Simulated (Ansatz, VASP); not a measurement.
**In3GaAs4 in VASP and in Ansatz**

```
In Ga As
1.0
     6.08055    0.00082    0.00048
     0.00078    6.07533   -0.00232
     0.00046   -0.00230    6.07688
In Ga As
3 1 4
Direct
  0.50032 0.99995 0.00024
  0.99952 0.00009 0.50031
  0.00040 0.49985 0.99977
  0.49961 0.50013 0.49976
  0.25989 0.74018 0.26016
  0.26052 0.25987 0.73977
  0.73974 0.73943 0.73985
  0.74001 0.26050 0.26014
```

Change from the starting cell: cell x1, atoms moved at random (sigma 0.15 Å) and cell strained at random (1.5 %), then relaxed without symmetry.

Alike in both runs: functional PBE; k mesh 4 × 4 × 4; occupations gaussian, width 0.2 eV; no spin polarisation.

Ansatz relaxed the structure, and its values are those at the end. VASP's run is a single point on that final structure, the one shown.

|  | VASP | Ansatz |
| --- | --- | --- |
| version | VASP 6.6.1 | Ansatz 0.2.0 |
| potentials or method | VASP PAW PBE potentials, release 64 (In_d, Ga_d, As), cutoff 520 eV | scalar-relativistic, plane waves, PAW |
| valence electrons in the cell | 72 | 112 |

```tsv
	VASP	Ansatz	Ansatz less VASP
gap on the k mesh at the Fermi level (eV)	none	none	-
pressure (GPa)	0.1	0.0	-0.07
rms of the force components (eV/Å)	0.007	0.004	-0.0024
```

A gap of «none» marks a metal or a gap that the smearing closes. VASP's potentials hold 72 valence electrons a cell and Ansatz's 112, so a difference there can come from the potentials and not from the codes.
